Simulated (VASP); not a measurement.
# Cu (I4/mmm) in VASP: a series of runs, part 2 of 2

VASP 6.6.1. The steps go on from the part before.

**3. Single point, PBEsol (strain +0.000 along x and y, +0.030 along z)**

Contents of INCAR:

```
ALGO = Fast
EDIFF = 1E-6
ENCUT = 520
GGA = PS
ISIF = 2
ISMEAR = 0
LASPH = True
LCHARG = False
LREAL = False
LWAVE = False
NBANDS = 12
NELM = 60
PREC = Accurate
SIGMA = 0.15
```

Contents of KPOINTS:

```
k-points
0
Gamma
  24 24 24
```

Contents of POSCAR:

```
Cu
1.0
   -1.4427933200      1.4427933200      1.4173638935
    1.4427933200     -1.4427933200      1.4173638935
    1.4427933200      1.4427933200     -1.4173638935
Cu
1
Direct
    0.0000000000      0.0000000000      0.0000000000
```

Potentials or basis: VASP PAW PBE potentials, release 64 (Cu).

Launch:

```sh
> cat potpaw_PBE.64/Cu/POTCAR > POTCAR
> mpirun -np 1 vasp_std > vasp.out
```

OUTCAR:

```text
EDIFF = 1E-6
   ENCUT = 520
   GGA = PS
   ISIF = 2
   ISMEAR = 0
   LASPH = True
   LREAL = False
   NELM = 60
   PREC = Accurate

 ion  position               nearest neighbor table
   1  0.000  0.000  0.000-

  LATTYP: Found a body centered tetragonal cell.
 ALAT       =     2.8855866400
 C/A-ratio  =     0.9823748654

  Lattice vectors:

 A1 = (  -1.4427933200,   1.4427933200,   1.4173638935)
 A2 = (   1.4427933200,  -1.4427933200,   1.4173638935)
 A3 = (   1.4427933200,   1.4427933200,  -1.4173638935)

Analysis of symmetry for initial positions (statically):
=====================================================================
 Subroutine PRICEL returns:
 Original cell was already a primitive cell.

 Routine SETGRP: Setting up the symmetry group for a
 body centered tetragonal supercell.

 Subroutine GETGRP returns: Found 16 space group operations
 (whereof 16 operations were pure point group operations)
 out of a pool of 16 trial point group operations.

The static configuration has the point symmetry D_4h.

Analysis of symmetry for dynamics (positions and initial velocities):
[... 162 lines left out ...]
 fundamental gap:      0.0015671088
 Fermi energy:         7.3990136493

 k-point     1 :       0.0000    0.0000    0.0000
  band No.  band energies     occupation
      1      -1.9789      2.00000
      2       4.2563      2.00000
      3       4.3256      2.00000
      4       4.3256      2.00000
      5       5.2872      2.00000
      6       5.3598      2.00000
      7      32.3102      0.00000
      8      32.3102      0.00000
      9      32.7292      0.00000
     10      35.6961      0.00000
     11      35.6970      0.00000
     12      36.1847      0.00000
[... 331 lines left out ...]
 k-point    24 :       0.4583    0.0417   -0.0000
  band No.  band energies     occupation
      1       2.3925      2.00000
      2       3.5681      2.00000
      3       5.2802      2.00000
      4       5.3993      2.00000
      5       5.8949      2.00000
      6       6.9982      1.99984
      7      11.9514      0.00000
      8      24.0195      0.00000
      9      24.7274      0.00000
     10      29.0910      0.00000
     11      31.9568      0.00000
     12      40.7698      0.00000

 [... further k-points ...]
[... 5 lines left out ...]
  --------------------------------------------------------------------------------------
  -------------------------------------------------------------------------------------
  Total       -0.3791395     -0.3791395     -0.3872922      0.0000000      0.0000000      0.0000000
  in kB      -51.4706963    -51.4706963    -52.5774725      0.0000000      0.0000000      0.0000000
  external PRESSURE =     -51.8396217 kB  Pullay stress =       0.0000000 kB

 VOLUME and BASIS-vectors are now :
 -----------------------------------------------------------------------------
  energy-cutoff  :      520.00
  volume of cell :       11.80
      direct lattice vectors                 reciprocal lattice vectors
    -1.442793320  1.442793320  1.417363893     0.000000000  0.346549983  0.352767558
     1.442793320 -1.442793320  1.417363893     0.346549983  0.000000000  0.352767558
     1.442793320  1.442793320 -1.417363893     0.346549983  0.346549983  0.000000000

 POSITION                                       TOTAL-FORCE (eV/Angst)
 -----------------------------------------------------------------------------------
      0.00000      0.00000      0.00000         0.000000     -0.000000      0.000000
 -----------------------------------------------------------------------------------
    total drift:                                0.000000      0.000000      0.000000

  FREE ENERGIE OF THE ION-ELECTRON SYSTEM (eV)
  ---------------------------------------------------
  free  energy   TOTEN  =        -4.2653531315 eV

  energy  without entropy=       -4.2606983974  energy(sigma->0) =       -4.26302576
```

It took 70 s on 1 thread of Intel Xeon Platinum 8559C (Emerald Rapids), shared host; peak memory 0.25 GiB.

What came out:

```
Free energy : -4.2654 eV
Pressure    : -5.2 GPa
```

Caveat: the cell differs from its parent crystal (strain +0.000 along x and y, +0.030 along z); the PAW data sets were made with another functional, which shifts forces and pressure a little.

**4. Single point, PBEsol (strain +0.015 along x and y, +0.000 along z)**

Contents of INCAR:

```
SYSTEM = Cu
ALGO = Fast
EDIFF = 1E-6
ENCUT = 520
GGA = PS
ISIF = 2
ISMEAR = 0
LASPH = .TRUE.
LCHARG = .FALSE.
LREAL = .FALSE.
LWAVE = .FALSE.
NBANDS = 12
NELM = 80
PREC = Accurate
SIGMA = 0.15
```

Contents of KPOINTS:

```
k-points
0
G
  24 24 24
  0 0 0
```

Contents of POSCAR:

```
Cu
1.0
   -1.4644352198      1.4644352198      1.3760814500
    1.4644352198     -1.4644352198      1.3760814500
    1.4644352198      1.4644352198     -1.3760814500
Cu
1
Direct
    0.0000000000      0.0000000000      0.0000000000
```

Launch:

```sh
> cat potpaw_PBE.64/Cu/POTCAR > POTCAR
> mpirun -np 1 vasp_std > vasp.out
```

Run time: 70 s. Hardware: 1 thread of Intel Xeon Platinum 8559C (Emerald Rapids), shared host; peak memory 0.25 GiB.

The run converged. Its results:

| Quantity | Value |
| --- | --- |
| Free energy | -4.2657 eV |
| Pressure | -5.1 GPa |

Stress tensor (GPa, compression positive):
```
-5.08  0.00  0.00
 0.00 -5.08  0.00
 0.00  0.00 -5.19
```

Levels at points of the mesh, in eV from the Fermi level:
```csv
k point,band 2,band 3,band 4,band 5,band 6,band 7,band 8,band 9,band 10,band 11
"(0.00, 0.00, 0.00)",-3.26,-3.01,-3.01,-2.23,-1.96,24.35,24.35,26.06,28.23,28.23
"(0.50, 0.00, 0.00)",-3.91,-2.11,-1.86,-1.35,-0.45,4.58,16.94,16.97,20.87,23.79
"(0.50, 0.50, 0.00)",-3.60,-2.31,-2.04,-1.38,-0.92,3.90,18.61,18.78,22.38,25.23
"(0.50, 0.50, 0.50)",-4.60,-1.54,-1.54,-1.48,7.40,7.40,9.78,12.99,13.63,16.51
```

Caveat: the cell differs from its parent crystal (strain +0.015 along x and y, +0.000 along z); the PAW data sets were made with another functional, which shifts forces and pressure a little.

**5. Single point, PBEsol (strain +0.015 along x and y, +0.015 along z)**

Edit INCAR of step 4 so:

```diff
@@ -12,3 +12,3 @@
 NBANDS = 12
-NELM = 80
+NELM = 100
 PREC = Accurate
```

KPOINTS is that of step 4.

Contents of POSCAR:

```
Cu
1.0
   -1.4644352198      1.4644352198      1.3967226717
    1.4644352198     -1.4644352198      1.3967226717
    1.4644352198      1.4644352198     -1.3967226717
Cu
1
Direct
    0.0000000000      0.0000000000      0.0000000000
```

Launch:

```sh
> cat potpaw_PBE.64/Cu/POTCAR > POTCAR
> mpirun -np 1 vasp_std > vasp.out
```

Run time: 80 s. Hardware: 1 thread of Intel Xeon Platinum 8559C (Emerald Rapids), shared host; peak memory 0.26 GiB.

Results (log left out):

| Property | Result |
| --- | --- |
| Free energy | -4.2590 eV |
| Pressure | -7.1 GPa |

Stress tensor (GPa, compression positive):
```
-7.01  0.00  0.00
 0.00 -7.01  0.00
 0.00  0.00 -7.28
```

Levels at points of the mesh, in eV from the Fermi level:
```
           k point  band 3  band 4  band 5  band 6  band 7  band 8  band 9  band 10
(0.00, 0.00, 0.00)   -2.98   -2.98   -2.16   -1.96   24.42   24.42   25.65    27.88
(0.50, 0.00, 0.00)   -2.08   -1.87   -1.34   -0.45    4.44   16.89   16.97    20.80
(0.50, 0.50, 0.00)   -2.23   -2.00   -1.36   -0.81    3.93   18.21   18.26    21.93
(0.50, 0.50, 0.50)   -1.52   -1.52   -1.47    7.52    7.52    9.30   13.03    13.58
```

Caveat: the cell differs from its parent crystal (strain +0.015 along x and y, +0.015 along z); the PAW data sets were made with another functional, which shifts forces and pressure a little.

**6. Single point, PBEsol (strain +0.030 along x and y, +0.015 along z)**

Contents of INCAR:

```
SYSTEM = Cu
PREC = Accurate
ENCUT = 520
EDIFF = 1E-6
ISMEAR = 0
SIGMA = 0.15
LREAL = .False.
LASPH = .True.
NELM = 60
ALGO = Fast
ISIF = 2
LWAVE = .False.
LCHARG = .False.
GGA = PS
NBANDS = 12
```

Contents of KPOINTS:

```
Automatic mesh
0
Gamma
  24 24 24
  0 0 0
```

Contents of POSCAR:

```
Cu
1.0
   -1.4860771196      1.4860771196      1.3967226717
    1.4860771196     -1.4860771196      1.3967226717
    1.4860771196      1.4860771196     -1.3967226717
Cu
1
Direct
    0.0000000000      0.0000000000      0.0000000000
```

Potentials or basis: VASP PAW PBE potentials, release 64 (Cu).

Launch:

```sh
> cat potpaw_PBE.64/Cu/POTCAR > POTCAR
> mpirun -np 1 vasp_std > vasp.out
```

Run time: 76 s. Hardware: 1 thread of Intel Xeon Platinum 8559C (Emerald Rapids), shared host; peak memory 0.26 GiB.

The run converged. Its results:

```
Free energy : -4.2399 eV
Pressure    : -10.4 GPa
```

Stress tensor (GPa, compression positive):
```
-10.30   0.00   0.00
  0.00 -10.30   0.00
  0.00   0.00 -10.58
```

Levels at points of the mesh, in eV from the Fermi level:
| k point | band 3 | band 4 | band 5 | band 6 | band 7 | band 8 | band 9 | band 10 |
| --- | --- | --- | --- | --- | --- | --- | --- | --- |
| (0.00, 0.00, 0.00) | -2.87 | -2.87 | -2.14 | -1.89 | 23.90 | 23.90 | 25.60 | 27.28 |
| (0.50, 0.00, 0.00) | -2.04 | -1.80 | -1.32 | -0.34 | 4.34 | 16.43 | 16.61 | 20.35 |
| (0.50, 0.50, 0.00) | -2.22 | -1.96 | -1.35 | -0.79 | 3.69 | 18.19 | 18.23 | 21.83 |
| (0.50, 0.50, 0.50) | -1.50 | -1.50 | -1.44 | 7.23 | 7.23 | 9.54 | 12.69 | 13.20 |

Caveat: the cell differs from its parent crystal (strain +0.030 along x and y, +0.015 along z); the PAW data sets were made with another functional, which shifts forces and pressure a little.

**7. The runs side by side**

| cell | further INCAR settings | gap on the mesh (eV) | pressure (GPa) |
| --- | --- | --- | --- |
| a = 2.473 Å, angles 108.6, 108.6, 111.2°, 1 atom | ALGO = Fast; EDIFF = 1e-07; NBANDS = 12 | none | -2.8 |
| a = 2.484 Å, angles 109.0, 109.0, 110.4°, 1 atom | ALGO = Fast; EDIFF = 1e-06; NBANDS = 12 | none | -5.2 |
| a = 2.487 Å, angles 107.8, 107.8, 112.8°, 1 atom | ALGO = Fast; EDIFF = 1e-06; NBANDS = 12 | none | -5.1 |
| a = 2.498 Å, angles 108.2, 108.2, 112.0°, 1 atom | ALGO = Fast; EDIFF = 1e-06; NBANDS = 12 | none | -7.1 |
| a = 2.523 Å, angles 107.8, 107.8, 112.8°, 1 atom | ALGO = Fast; EDIFF = 1e-06; NBANDS = 12 | none | -10.4 |

Alike in all rows: task single point; level PBEsol; potentials or basis VASP PAW PBE potentials, release 64 (Cu); no spin polarisation; k mesh 24 × 24 × 24; cutoff (eV) 520; smearing gaussian 0.15 eV.

Caveats: the PAW data sets were made with another functional, which shifts forces and pressure a little.

Absolute energies hang on the potentials; compare differences alone.
